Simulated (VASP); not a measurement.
Write the native input for VASP 6.6.1 that does the following.

| Property | Result |
| --- | --- |
| Task | single point |
| Functional | PBEsol |
| Potentials or basis | VASP PAW PBE potentials, release 64 (Ga_d, N) |
| Cutoff | 520 eV |
| k mesh | 11 × 11 × 11 |
| Occupations | fermi-dirac, width 0.05 eV |
| Spin | no spin polarisation |
| Dipole correction | no |
| Further INCAR settings | ALGO = Normal; EDIFF = 1e-07; NBANDS = 16 |

The structure of GaN lies in POSCAR:

```
GaN
1.0
    0.0000000000      2.0916465448      2.0916465448
    2.0916465448      0.0000000000      2.0916465448
    2.0916465448      2.0916465448      0.0000000000
Ga N
1 1
Direct
    0.0000000000      0.0000000000      0.0000000000
    0.5000000000      0.5000000000      0.5000000000
```

This cell differs from its parent crystal: volume scaled by 0.94.

One way to write it, as run:

INCAR

```
SYSTEM = GaN
PREC     = Accurate       ! precision mode
ENCUT    = 520            ! plane-wave cutoff, eV
EDIFF    = 1E-7           ! SCF threshold, eV
ISMEAR   = -1             ! smearing method
SIGMA    = 0.05           ! smearing width, eV
LREAL    = .False.        ! projectors in reciprocal space
LASPH    = .True.         ! aspherical terms in the spheres
NELM     = 80             ! most SCF steps
ALGO     = Normal         ! electronic algorithm
ISIF     = 2              ! what is computed and relaxed
LWAVE    = .False.        ! write WAVECAR
LCHARG   = .False.        ! write CHGCAR
GGA      = PS             ! functional
NBANDS   = 16             ! bands
```

KPOINTS

```
regular mesh
0
Gamma
  11 11 11
  0 0 0
```

Potentials or basis: VASP PAW PBE potentials, release 64 (Ga_d, N).

Run with:

```console
$ cat potpaw_PBE.64/Ga_d/POTCAR potpaw_PBE.64/N/POTCAR > POTCAR
$ mpirun -np 1 vasp_std > vasp.out
```

It gave:

```yaml
Pressure: 6.9 GPa
Band_gap_on_the_k_mesh: 0.85 eV, indirect (least direct gap 3.15 eV)
```

Caveat: the PAW data sets were made with another functional, which shifts forces and pressure a little.

Wall time 24 s on 1 thread of AMD EPYC 7R43 64-Core Processor (Zen 3), with other jobs on the host, peak memory 0.11 GiB.
